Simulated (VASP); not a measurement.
Runs of VASP 6.6.1 on Al2Au. The structure is that of space group F-43m (No. 216), or close to it. The cells are those of the table. 

```tsv
task	cell	k mesh	cutoff (eV)	gap on the mesh (eV)	pressure (GPa)	relaxed volume (Å³/atom)
single point	a = 4.323 Å, angles 60.0°, 3 atoms	14 × 14 × 14	520	none	-0.1	-
relaxation of cell and atoms	relaxed from a = 4.457 Å, angles 60.0°, 3 atoms	6 × 6 × 6	600	none	0.0	(a)
single point	a = 4.457 Å, angles 60.0°, 3 atoms	6 × 6 × 6	520	none	-5.9	-
single point	a = 4.314 Å, angles 60.0°, 3 atoms	6 × 6 × 6	520	none	-0.1	-
relaxation of cell and atoms	relaxed from a = 4.314 Å, angles 60.0°, 3 atoms	14 × 14 × 14	600	none	0.0	19.03
```

Alike in all rows: level PBE; potentials or basis VASP PAW PBE potentials, release 64 (Al, Au); no spin polarisation; smearing gaussian 0.1 eV.

Estimate the missing entries.

(a) 18.91.

Caveats: spin-orbit coupling is left out, which moves the levels of the heavy elements.

A k mesh can miss the band edges, and the runs leave out spin-orbit coupling on Au.

A gap of «none» marks levels without a gap at the run's occupations.
